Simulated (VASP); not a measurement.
A run of VASP 6.6.1 is set up as follows.

INCAR

```
SYSTEM = SrO
PREC     = Accurate       ! precision mode
ENCUT    = 910            ! plane-wave cutoff, eV
EDIFF    = 1E-6           ! SCF threshold, eV
ISMEAR   = -1             ! smearing method
SIGMA    = 0.05           ! smearing width, eV
LREAL    = .FALSE.        ! projectors in reciprocal space
LASPH    = .TRUE.         ! aspherical terms in the spheres
NELM     = 120            ! most SCF steps
ALGO     = Normal         ! electronic algorithm
ISIF     = 2              ! what is computed and relaxed
LWAVE    = .FALSE.        ! write WAVECAR
LCHARG   = .FALSE.        ! write CHGCAR
GGA      = RP             ! functional
IVDW     = 12             ! dispersion correction
NBANDS   = 15             ! bands
GGA_COMPAT= .FALSE.
```

KPOINTS

```
regular mesh
0
G
  9 9 9
  0 0 0
```

File POSCAR:

```
SrO
1.0
    0.0000000000      2.4509173858      2.4509173858
    2.4509173858      0.0000000000      2.4509173858
    2.4509173858      2.4509173858      0.0000000000
Sr O
1 1
Direct
    0.5000000000      0.5000000000      0.5000000000
    0.0000000000      0.0000000000      0.0000000000
```

Potentials or basis: VASP PAW PBE potentials, release 64 (Sr_sv, O_h).

Run with:

```console
$ cat potpaw_PBE.64/Sr_sv/POTCAR potpaw_PBE.64/O_h/POTCAR > POTCAR
$ mpirun -np 1 vasp_std > vasp.out
```

Q: Estimate the band gap on the k mesh.

A: 3.29 eV, direct.

Q: What does it give for the pressure?

A: 1.0 GPa.

Caveat: the cutoff is under 1.25 times the usual one of these potentials, so pressure, stress and relaxed cells hold a basis-set (Pulay) error; the PAW data sets were made with another functional, which shifts forces and pressure a little. A k mesh can miss the band edges.
